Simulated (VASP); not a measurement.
Set up this calculation in VASP 6.6.1, as the native input.

```
Task                   : single point
Functional             : r2SCAN
Potentials or basis    : VASP PAW PBE potentials, release 64 (Cr_pv)
Cutoff                 : 520 eV
k mesh                 : 24 × 24 × 24
Occupations            : gaussian, width 0.1 eV
Spin                   : no spin polarisation
Dipole correction      : no
Further INCAR settings : ALGO = Normal; EDIFF = 1e-06; NBANDS = 12
```

Cr:

```
CELL_PARAMETERS angstrom
2.31915 0.00000 0.00000
0.00000 2.31915 0.00000
0.00000 0.00000 2.31915
ATOMIC_POSITIONS crystal
Cr 0.00000 0.00000 0.00000
```

This isn't the form of Cr at room conditions, which is bcc.

The input as run:

POSCAR

```
Cr
1.0
    2.3191480437      0.0000000000      0.0000000000
    0.0000000000      2.3191480437      0.0000000000
    0.0000000000      0.0000000000      2.3191480437
Cr
1
Direct
    0.0000000000      0.0000000000      0.0000000000
```

INCAR.step1

```
PREC = Accurate
ENCUT = 520
ISMEAR = 0
SIGMA = 0.1
LREAL = F
LASPH = T
NELM = 80
NBANDS = 12
GGA = PE
ALGO = Normal
EDIFF = 1E-4
LWAVE = T
LCHARG = F
```

INCAR.step2

```
PREC = Accurate
ENCUT = 520
EDIFF = 1E-6
ISMEAR = 0
SIGMA = 0.1
LREAL = F
LASPH = T
NELM = 80
ALGO = Normal
ISIF = 2
LWAVE = F
LCHARG = F
METAGGA = R2SCAN
LMIXTAU = T
NBANDS = 12
ISTART = 1
```

KPOINTS

```
regular mesh
0
Gamma
  24 24 24
```

Potentials or basis: VASP PAW PBE potentials, release 64 (Cr_pv).

Run with:

```sh
$ cat potpaw_PBE.64/Cr_pv/POTCAR > POTCAR
$ cp INCAR.step1 INCAR
$ mpirun -np 1 vasp_std > vasp.out
$ cp INCAR.step2 INCAR
$ mpirun -np 1 vasp_std > vasp.out
```

Results of the run:

The pressure is 1.0 GPa and the band gap on the k mesh is zero (bands 6 and 7 overlap by 2.14 eV).

Caveat: the PAW data sets were made with another functional, which shifts forces and pressure a little; the run has no spin polarisation, though such a crystal can be magnetic.

It took 5 min on 1 thread of Intel Xeon 8259CL, on a shared host, peak memory 0.18 GiB.
